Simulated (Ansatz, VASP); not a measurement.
## NaCl in VASP and in Ansatz

INCAR

```
SYSTEM = NaCl
ALGO = Normal
EDIFF = 1E-6
ENCUT = 520
GGA = PE
ISIF = 2
ISMEAR = 0
LASPH = .TRUE.
LCHARG = .FALSE.
LREAL = .FALSE.
LWAVE = .FALSE.
NBANDS = 14
NELM = 80
PREC = Accurate
SIGMA = 0.05
```

Contents of KPOINTS:

```
k-points
0
G
  8 8 8
  0 0 0
```

Contents of POSCAR:

```
NaCl
1.0
    0.0000000000      2.9450200000      3.0582900000
    2.9450200000      0.0000000000      3.0582900000
    2.9450200000      2.9450200000      0.0000000000
Na Cl
1 1
Direct
    0.0000000000      0.0000000000      0.0000000000
    0.5000000000      0.5000000000      0.5000000000
```

Input for Ansatz:

```yaml
crystal:
  lattice:
    - [0.0, 2.94502, 3.05829]
    - [2.94502, 0.0, 3.05829]
    - [2.94502, 2.94502, 0.0]
  atoms:
    - { symbol: Na, position: [0.0, 0.0, 0.0] }
    - { symbol: Cl, position: [0.5, 0.5, 0.5] }
basis:
  ecutwfc: 420
kpoints:
  mp_grid: { grid: [8, 8, 8] }
hamiltonian:
  xc: pbe
scf:
  occupations: { method: gaussian, width: 0.05 }
output:
  forces: true
  stress: true
  eigenvalues: true
```

Change from the starting cell: strain +0.040 along x and y, +0.080 along z, atoms carried along.

Alike in both runs: task single point; functional PBE; k mesh 8 × 8 × 8; occupations gaussian, width 0.05 eV; no spin polarisation.

|  | VASP | Ansatz |
| --- | --- | --- |
| version | VASP 6.6.1 | Ansatz 0.2.0 |
| potentials or method | VASP PAW PBE potentials, release 64 (Na_pv, Cl), cutoff 520 eV | scalar-relativistic, plane waves, PAW |
| valence electrons in the cell | 14 | 16 |

|  | VASP | Ansatz | Ansatz less VASP |
| --- | --- | --- | --- |
| gap on the k mesh at the Fermi level (eV) | 4.51 | 4.51 | 0.000 |
| least direct gap on the mesh (eV) | 4.51 | 4.51 | 0.000 |
| pressure (GPa) | -2.4 | -2.3 | +0.03 |
| traceless stress, the component that is largest in VASP (GPa) | -0.28 | -0.28 | +0.002 |

VASP's potentials hold 14 valence electrons a cell and Ansatz's 16, so a difference there can come from the potentials and not from the codes.
